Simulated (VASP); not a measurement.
Input of a VASP 6.6.1 run:

The input INCAR:

```
SYSTEM = MgH2
PREC = Accurate
ENCUT = 600
EDIFF = 1E-6
ISMEAR = 0
SIGMA = 0.15
LREAL = .FALSE.
LASPH = .TRUE.
NELM = 60
ALGO = Normal
ISIF = 3
LWAVE = .FALSE.
LCHARG = .FALSE.
GGA = PE
IVDW = 12
IBRION = 2
NSW = 100
EDIFFG = -0.01
```

KPOINTS

```
regular mesh
0
G
  12 12 12
  0 0 0
```

POSCAR

```
MgH2
1.0
    0.0401548782      2.2842013667      2.3027313211
    2.4129630542      0.0024672589      2.3404189404
    2.3621136332      2.2710395651      0.0533166799
Mg H
1 2
Direct
   -0.0034799623     -0.0222821201     -0.0344142640
    0.7448616395      0.7739578623      0.7801820491
    0.2586183228      0.2483242579      0.2542322149
```

Potentials or basis: VASP PAW PBE potentials, release 64 (Mg, H).

Run with:

```bash
$ cat potpaw_PBE.64/Mg/POTCAR potpaw_PBE.64/H/POTCAR > POTCAR
$ mpirun -np 1 vasp_std > vasp.out
```

(1) Estimate the relaxed cell.

(2) Predict the space group after relaxing (to 0.1 Å).

Answers

(1) a = 3.306 Å, b = 3.306 Å, c = 3.310 Å, α = 59.91°, β = 59.91°, γ = 59.87°.

(2) Fm-3m (No. 225).
